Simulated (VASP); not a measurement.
Here is a VASP 6.6.1 calculation.

Contents of INCAR:

```
  ALGO = Normal
  EDIFF = 1E-6
  ENCUT = 520
  GGA = PS
  ISIF = 2
  ISMEAR = -1
  LASPH = T
  LCHARG = F
  LREAL = F
  LWAVE = F
  NBANDS = 16
  NELM = 80
  PREC = Accurate
  SIGMA = 0.1
```

KPOINTS

```
k-points
0
Gamma
  6 6 6
```

POSCAR

```
Cs
1.0
    0.0000000000      5.5307736337      5.5307736337
    5.5307736337      0.0000000000      5.5307736337
    5.5307736337      5.5307736337      0.0000000000
Cs
2
Direct
    0.1250000000      0.1250000000      0.1250000000
    0.8750000000      0.8750000000      0.8750000000
```

Potentials or basis: VASP PAW PBE potentials, release 64 (Cs_sv).

The run is started by

```sh
$ cat potpaw_PBE.64/Cs_sv/POTCAR > POTCAR
$ mpirun -np 1 vasp_std > vasp.out
```

Task: Estimate the band gap on the k mesh.

Result: Zero (bands 9 and 10 overlap by 0.08 eV).

Task: Estimate the pressure.

Result: 0.0 GPa.

Caveat: the PAW data sets were made with another functional, which shifts forces and pressure a little; spin-orbit coupling is left out, which moves the levels of the heavy elements.
